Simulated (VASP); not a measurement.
Here is a VASP 6.6.1 calculation.

Contents of INCAR:

```
PREC = Accurate
ENCUT = 520
EDIFF = 1E-6
ISMEAR = -1
SIGMA = 0.05
LREAL = F
LASPH = T
NELM = 80
ALGO = Normal
ISIF = 2
LWAVE = F
LCHARG = F
GGA = CA
NBANDS = 20
```

KPOINTS

```
Automatic mesh
0
Gamma
  9 9 9
```

POSCAR

```
LaBi
1.0
    0.0000000000      3.2518753661      3.2518753661
    3.2518753661      0.0000000000      3.2518753661
    3.2518753661      3.2518753661      0.0000000000
La Bi
1 1
Direct
    0.0000000000      0.0000000000      0.0000000000
    0.5000000000      0.5000000000      0.5000000000
```

Potentials or basis: VASP PAW LDA potentials, release 64 (La, Bi_d).

Run with:

```sh
$ cat potpaw_LDA.64/La/POTCAR potpaw_LDA.64/Bi_d/POTCAR > POTCAR
$ mpirun -np 1 vasp_std > vasp.out
```

(1) Predict the band gap on the k mesh.

(2) What does it give for the pressure?

Answers

(1) zero (bands 13 and 14 overlap by 0.51 eV).

(2) 0.0 GPa.

Caveat: spin-orbit coupling is left out, which moves the levels of the heavy elements.
